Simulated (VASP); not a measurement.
InO5:

```
CELL_PARAMETERS angstrom
0.00000 3.25233 3.25233
3.25233 0.00000 3.25233
3.25233 3.25233 0.00000
ATOMIC_POSITIONS crystal
In 0.00000 0.00000 0.00000
O 0.37500 0.37500 0.87500
O 0.37500 0.87500 0.37500
O 0.87500 0.37500 0.37500
O 0.37500 0.37500 0.37500
O 0.75000 0.75000 0.75000
```

The cell was generated, and may not be a known phase.

| Property | Result |
| --- | --- |
| Program | VASP 6.6.1 |
| Task | relaxation of cell and atoms |
| Functional | PBE |
| Potentials or basis | VASP PAW PBE potentials, release 64 (In_d, O) |
| Cutoff | 600 eV |
| k mesh | 4 × 4 × 4 |
| Occupations | gaussian, width 0.1 eV |
| Spin | collinear spin, ferromagnetic start |
| Starting moments | [0.0, 1.0, 1.0, 1.0, 1.0, 1.0] μB |

At the start: pressure -11.3 GPa; volume 11.47 Å³/atom.

Problem. How do energy, volume and symmetry change on relaxing?

Solution. Over 3 steps the energy falls by 64.5 meV/atom and the volume is 9.93 Å³/atom (-13.4 %); space group F-43m (No. 216, to 0.1 Å) before and after; moment 4.58 μB per cell.

Step by step:
| step | energy change (eV) | largest force (eV/Å) | pressure (GPa) | volume (Å³) |
| --- | --- | --- | --- | --- |
| 1 | 0.0000 | 0.0063 | -11.33 | 68.80 |
| 2 | -0.3731 | 0.0043 | -2.81 | 61.04 |
| 3 | -0.3872 | 0.0016 | -0.14 | 59.55 |

Final structure:
```cif
data_structure
_symmetry_space_group_name_H-M 'P 1'
_symmetry_Int_Tables_number 1
_cell_length_a 4.3833
_cell_length_b 4.3833
_cell_length_c 4.3833
_cell_angle_alpha 60.000
_cell_angle_beta 60.000
_cell_angle_gamma 60.000
_cell_volume 59.55
loop_
_atom_site_label
_atom_site_type_symbol
_atom_site_fract_x
_atom_site_fract_y
_atom_site_fract_z
_atom_site_occupancy
In1 In 0.00000 0.00000 0.00000 1
O1 O 0.37503 0.37503 0.87490 1
O2 O 0.37503 0.87490 0.37503 1
O3 O 0.87490 0.37503 0.37503 1
O4 O 0.37503 0.37503 0.37503 1
O5 O 0.75000 0.75000 0.75000 1
```

Caveat: the k points lie up to 0.44 Å⁻¹ apart in the final cell.
